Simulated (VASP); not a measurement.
# C (P6_3/mmc) in VASP: a series of runs

The runs below take C through single point, with PBE+D3(BJ).

Program: VASP 6.6.1. These are calculated values, not measurements. Logs are shortened: lines on timing, memory, paths and dates and some standing lists are left out, and cuts for length are marked.

**1. The cell of the first run**

It takes space group P6_3/mmc (No. 194, hexagonal). The conventional cell has a = 2.366 Å, b = 2.366 Å, c = 6.469 Å, α = 90.00°, β = 90.00°, γ = 120.00°. Within 1.8 Å of C (site symmetry -6m2) lie 3 C at 1.37 Å. C (site symmetry -6m2) has 3 C at 1.37 Å within 1.8 Å.

**2. Single point, PBE+D3(BJ) (strain -0.040 along x and y, -0.040 along z)**

File INCAR:

```
SYSTEM = C
PREC     = Accurate       ! precision mode
ENCUT    = 520            ! plane-wave cutoff, eV
EDIFF    = 1E-6           ! SCF threshold, eV
ISMEAR   = 0              ! smearing method
SIGMA    = 0.15           ! smearing width, eV
LREAL    = .False.        ! projectors in reciprocal space
LASPH    = .True.         ! aspherical terms in the spheres
NELM     = 100            ! most SCF steps
ALGO     = Normal         ! electronic algorithm
ISIF     = 2              ! what is computed and relaxed
LWAVE    = .False.        ! write WAVECAR
LCHARG   = .False.        ! write CHGCAR
GGA      = PE             ! functional
IVDW     = 12             ! dispersion correction
NBANDS   = 16             ! bands
```

File KPOINTS:

```
regular mesh
0
Gamma
  24 24 8
  0 0 0
```

File POSCAR:

```
C
1.0
    2.3663804789      0.0000000000      0.0000000000
   -1.1831902394      2.0493456097      0.0000000000
    0.0000000000      0.0000000000      6.4688953255
C
4
Direct
    0.0000000000      0.0000000000      0.0025000000
    0.0000000000      0.0000000000      0.5025000000
    0.3333333333      0.6666666667      0.0025000000
    0.6666666667      0.3333333333      0.5025000000
```

Potentials or basis: VASP PAW PBE potentials, release 64 (C).

Launch:

```sh
cat potpaw_PBE.64/C/POTCAR > POTCAR
mpirun -np 1 vasp_std > vasp.out
```

OUTCAR:

```text
SYSTEM = C
   PREC = Accurate
   ENCUT = 520
   EDIFF = 1E-6
   ISMEAR = 0
   LREAL = .False.
   LASPH = .True.
   NELM = 100
   ISIF = 2
   GGA = PE
   IVDW = 12
 IVDW          = 12

 ion  position               nearest neighbor table
   1  0.000  0.000  0.002-   3 1.37   3 1.37   3 1.37
   2  0.000  0.000  0.502-   4 1.37   4 1.37   4 1.37
   3  0.333  0.667  0.002-   1 1.37   1 1.37   1 1.37
   4  0.667  0.333  0.502-   2 1.37   2 1.37   2 1.37

  LATTYP: Found a hexagonal cell.
 ALAT       =     2.3663804789
 C/A-ratio  =     2.7336666200

  Lattice vectors:

 A1 = (   2.3663804789,   0.0000000000,   0.0000000000)
 A2 = (  -1.1831902394,   2.0493456097,   0.0000000000)
 A3 = (   0.0000000000,   0.0000000000,   6.4688953255)

Analysis of symmetry for initial positions (statically):
=====================================================================
 Subroutine PRICEL returns:
 Original cell was already a primitive cell.

 Routine SETGRP: Setting up the symmetry group for a
 hexagonal supercell.

 Subroutine GETGRP returns: Found 24 space group operations
 (whereof  6 operations were pure point group operations)
 out of a pool of 24 trial point group operations.

The static configuration has the point symmetry C_3v.
 The point group associated with its full space group is D_6h.

Analysis of symmetry for dynamics (positions and initial velocities):
=====================================================================
 Subroutine PRICEL returns:
 Original cell was already a primitive cell.

 Routine SETGRP: Setting up the symmetry group for a
 hexagonal supercell.

 Subroutine GETGRP returns: Found 24 space group operations
 (whereof  6 operations were pure point group operations)
 out of a pool of 24 trial point group operations.

The dynamic configuration has the point symmetry C_3v.
 The point group associated with its full space group is D_6h.

 Subroutine INISYM returns: Found 24 space group operations
 (whereof  6 operations are pure point group operations),
 and found     1 'primitive' translations

----------------------------------------------------------------------------------------

                                     Primitive cell

  volume of cell :      31.3711

  direct lattice vectors                    reciprocal lattice vectors
     2.366380479  0.000000000  0.000000000     0.422586312  0.243980321  0.000000000
    -1.183190239  2.049345610  0.000000000     0.000000000  0.487960642  0.000000000
     0.000000000  0.000000000  6.468895326     0.000000000  0.000000000  0.154585899

  length of vectors
     2.366380479  2.366380479  6.468895326     0.487960642  0.487960642  0.154585899

  position of ions in fractional coordinates (direct lattice)
     0.000000000  0.000000000  0.002500000
     0.000000000  0.000000000  0.502500000
     0.333333333  0.666666667  0.002500000
     0.666666667  0.333333333  0.502500000

  ion indices of the primitive-cell ions
   primitive index   ion index
                 1           1
                 2           2
                 3           3
                 4           4

----------------------------------------------------------------------------------------

 KPOINTS: regular mesh

Automatic generation of k-mesh.
 Grid dimensions read from file:
 generate k-points for:   24   24    8

 Generating k-lattice:

  Cartesian coordinates                     Fractional coordinates (reciprocal lattice)
     0.017607763  0.010165847  0.000000000     0.041666667  0.000000000  0.000000000
     0.000000000  0.020331693  0.000000000     0.000000000  0.041666667  0.000000000
     0.000000000  0.000000000  0.019323237     0.000000000  0.000000000  0.125000000

  Length of vectors
     0.020331693  0.020331693  0.019323237

  Shift w.r.t. Gamma in fractional coordinates (k-lattice)
     0.000000000  0.000000000  0.000000000

 Subroutine IBZKPT returns following result:
 ===========================================

 Found    305 irreducible k-points:

 Following reciprocal coordinates:
            Coordinates               Weight
  0.000000  0.000000  0.000000      1.000000
  0.041667  0.000000  0.000000      6.000000
  0.083333  0.000000  0.000000      6.000000
  0.125000 -0.000000  0.000000      6.000000
  0.166667  0.000000  0.000000      6.000000
  0.208333  0.000000  0.000000      6.000000
[... 16 lines left out ...]
  0.416667  0.041667  0.000000     12.000000
  0.458333  0.041667  0.000000     12.000000
 [... further k-points ...]
   k-points           NKPTS =    305   k-points in BZ     NKDIM =    305   number of bands    NBANDS=     16
   number of dos      NEDOS =    301   number of ions     NIONS =      4
   total plane-waves  NPLWV =  15552
   dimension x,y,z NGX =    18 NGY =   18 NGZ =   48
   dimension x,y,z NGXF=    36 NGYF=   36 NGZF=   96
   ions per type =               4
   NGX,Y,Z   is equivalent  to a cutoff of  12.65, 12.65, 12.34 a.u.
   NGXF,Y,Z  is equivalent  to a cutoff of  25.29, 25.29, 24.67 a.u.
 SYSTEM =  C
   PREC   = accura    normal or accurate (medium, high low for compatibility)
   ISTART =      0    job   : 0-new  1-cont  2-samecut
   ICHARG =      2    charge: 1-file 2-atom 10-const
   ISPIN  =      1    spin polarized calculation?
   LNONCOLLINEAR =      F non collinear calculations
   LSORBIT =      F    spin-orbit coupling
   LASPH  =      T    aspherical Exc in radial PAW
   ENCUT  =  520.0 eV  38.22 Ry    6.18 a.u.   4.40  4.40 12.03*2*pi/ulx,y,z
   NELM   =    100;   NELMIN=  2; NELMDL= -5     # of ELM steps
   EDIFF  = 0.1E-05   stopping-criterion for ELM
   LREAL  =      F    real-space projection
   EDIFFG = 0.1E-04   stopping-criterion for IOM
   NSW    =      0    number of steps for IOM
   IBRION =     -1    ionic relax: 0-MD 1-quasi-New 2-CG
   NFREE  =      0    steps in history (QN), initial steepest desc. (CG)
   ISIF   =      2    stress and relaxation
   ISYM   =      2    0-nonsym 1-usesym 2-fastsym
   POTIM  = 0.5000    time-step for ionic-motion
   TEBEG  =    0.0;   TEEND  =   0.0 temperature during run
   PSTRESS=    0.0 pullay stress
   NELECT =      16.0000    total number of electrons
   NUPDOWN=      -1.0000    fix difference up-down
   EMIN   =  10.00;   EMAX   =-10.00  energy-range for DOS
   EFERMI =   0.00;   METHOD = LEGACY
   ISMEAR =     0;   SIGMA  =   0.15  broadening in eV -4-tet -1-fermi 0-gaus
   EFERMI_NEDOS =   21; number of points for ismear=-14 and -15
   IALGO  =     38    algorithm
   IMIX   =      4    mixing-type and parameters
     AMIX     =   0.40;   BMIX     =  1.00
     AMIX_MAG =   1.60;   BMIX_MAG =  1.00
  volume/ion in A,a.u.               =       7.84        52.93
  Fermi-wavevector in a.u.,A,eV,Ry     =   1.307991  2.471745 23.277408  1.710841
  Thomas-Fermi vector in A             =   2.438688
   LORBIT       =      0    0 simple, 1 ext, 2 COOP (PROOUT), +10 PAW based schemes
   GGA     = PE    functional components
   LHFCALC =     F    Hartree Fock is set to
   AEXX    =    0.0000 exact exchange contribution
   IVDW    =    12    specifies the selected vdW correction
   LEPSILON=     F    determine dielectric tensor
   LRPA    =     F    only Hartree local field effects (RPA)
 non-spin polarized calculation
 Gauss-broadening in eV      SIGMA  =   0.15
  energy-cutoff  :      520.00
  volume of cell :       31.37
 maximum number of plane-waves:       876
 NGX is ok and might be reduce to    18
   NGX =  9   NGY =  9   NGZ = 25

 number of electron      16.0000005 magnetization

 Free energy of the ion-electron system (eV)
  ---------------------------------------------------
  ext. energy  EPLUGINS =         0.00000000
  ---------------------------------------------------
  free energy    TOTEN  =       -36.30501365 eV

  energy without entropy =      -36.30435492  energy(sigma->0) =      -36.30468429

 E-fermi :   5.7658     XC(G=0): -10.8312

 val. band max:        5.7656730824   @ k =   0.3333   0.3333   0.2500
 cond. band min:       5.7658584296   @ k =   0.3333   0.3333   0.5000
 fundamental gap:      0.0001853472
 Fermi energy:         5.7658429126

 k-point     1 :       0.0000    0.0000    0.0000
  band No.  band energies     occupation
      1     -14.9118      2.00000
      2     -14.5366      2.00000
      3      -3.7264      2.00000
      4      -1.4624      2.00000
      5       2.8362      2.00000
      6       2.8362      2.00000
[... 8 lines left out ...]
     15      18.6852      0.00000
     16      18.9431      0.00000

 k-point     2 :       0.0417    0.0000    0.0000
  band No.  band energies     occupation
      1     -14.8673      2.00000
      2     -14.4930      2.00000
      3      -3.6709      2.00000
      4      -1.4103      2.00000
      5       2.6556      2.00000
      6       2.6824      2.00000
[... 8 lines left out ...]
     15      18.5061      0.00000
     16      18.7761      0.00000

 k-point     3 :       0.0833    0.0000    0.0000
  band No.  band energies     occupation
      1     -14.7336      2.00000
      2     -14.3623      2.00000
      3      -3.5048      2.00000
      4      -1.2546      2.00000
      5       2.1412      2.00000
      6       2.1809      2.00000
[... 8 lines left out ...]
     15      17.9881      0.00000
     16      18.2949      0.00000

 k-point     4 :       0.1250   -0.0000    0.0000
  band No.  band energies     occupation
      1     -14.5112      2.00000
      2     -14.1448      2.00000
      3      -3.2287      2.00000
      4      -0.9963      2.00000
      5       1.3589      2.00000
      6       1.4158      2.00000
[... 8 lines left out ...]
     15      17.2673      0.00000
     16      17.5736      0.00000
[... 324 lines left out ...]
 k-point    22 :       0.3750    0.0417    0.0000
  band No.  band energies     occupation
      1     -10.9435      2.00000
      2     -10.6532      2.00000
      3      -5.9719      2.00000
      4      -5.7794      2.00000
      5      -0.8397      2.00000
      6      -0.7721      2.00000
[... 8 lines left out ...]
     15      20.4842      0.00000
     16      22.7133      0.00000

 k-point    23 :       0.4167    0.0417    0.0000
  band No.  band energies     occupation
      1     -10.1056      2.00000
      2      -9.8344      2.00000
      3      -7.0640      2.00000
      4      -6.8541      2.00000
      5      -1.0191      2.00000
      6      -0.9506      2.00000
[... 8 lines left out ...]
     15      20.4438      0.00000
     16      22.1598      0.00000

 k-point    24 :       0.4583    0.0417    0.0000
  band No.  band energies     occupation
      1      -9.2347      2.00000
      2      -9.0046      2.00000
      3      -8.0387      2.00000
      4      -7.8385      2.00000
      5      -1.1097      2.00000
      6      -1.0406      2.00000
[... 8 lines left out ...]
     15      20.8104      0.00000
     16      21.7523      0.00000

 [... further k-points ...]

------------------------ aborting loop because EDIFF is reached ----------------------------------------

 Edisp (eV)   -0.62469

 E8    (eV) :    -0.1778

  FORCE on cell =-STRESS in cart. coord.  units (eV):
  Direction    XX          YY          ZZ          XY          YZ          ZX
  --------------------------------------------------------------------------------------
  -------------------------------------------------------------------------------------
  Total      13.18618    13.18618     0.32054     0.00000    -0.00000     0.00000
  in kB     673.44123   673.44123    16.37038     0.00000    -0.00000     0.00000
  external pressure =      454.42 kB  Pullay stress =        0.00 kB

 VOLUME and BASIS-vectors are now :
 -----------------------------------------------------------------------------
  energy-cutoff  :      520.00
  volume of cell :       31.37
      direct lattice vectors                 reciprocal lattice vectors
     2.366380479  0.000000000  0.000000000     0.422586312  0.243980321  0.000000000
    -1.183190239  2.049345610  0.000000000     0.000000000  0.487960642  0.000000000
     0.000000000  0.000000000  6.468895326     0.000000000  0.000000000  0.154585899

 POSITION                                       TOTAL-FORCE (eV/Angst)
 -----------------------------------------------------------------------------------
      0.00000      0.00000      0.01617        -0.000000     -0.000000     -0.000000
      0.00000      0.00000      3.25062         0.000000      0.000000     -0.000000
     -0.00000      1.36623      0.01617        -0.000000     -0.000000      0.000000
      1.18319      0.68312      3.25062         0.000000      0.000000      0.000000
 -----------------------------------------------------------------------------------
    total drift:                               -0.000000     -0.000000      0.000020

  FREE ENERGIE OF THE ION-ELECTRON SYSTEM (eV)
  ---------------------------------------------------
  free  energy   TOTEN  =       -36.9297022701 eV

  energy  without entropy=      -36.9290435453  energy(sigma->0) =      -36.92937291
```

Run time: 47 s. Hardware: 1 thread of Intel Xeon 6975P-C (Granite Rapids), shared host; peak memory 0.23 GiB.

Results:

- Free energy: -36.9297 eV
- Pressure: 45.4 GPa
- Band gap on the k mesh: zero (band 8 reaches 5.78 eV, above the bottom of band 9 at 5.74 eV)
- Dispersion energy per atom: -0.156 eV

Caveat: the cell differs from its parent crystal (strain -0.040 along x and y, -0.040 along z); pairwise dispersion overbinds metals, which lowers pressure and volume.

[end of part 1 of 3]
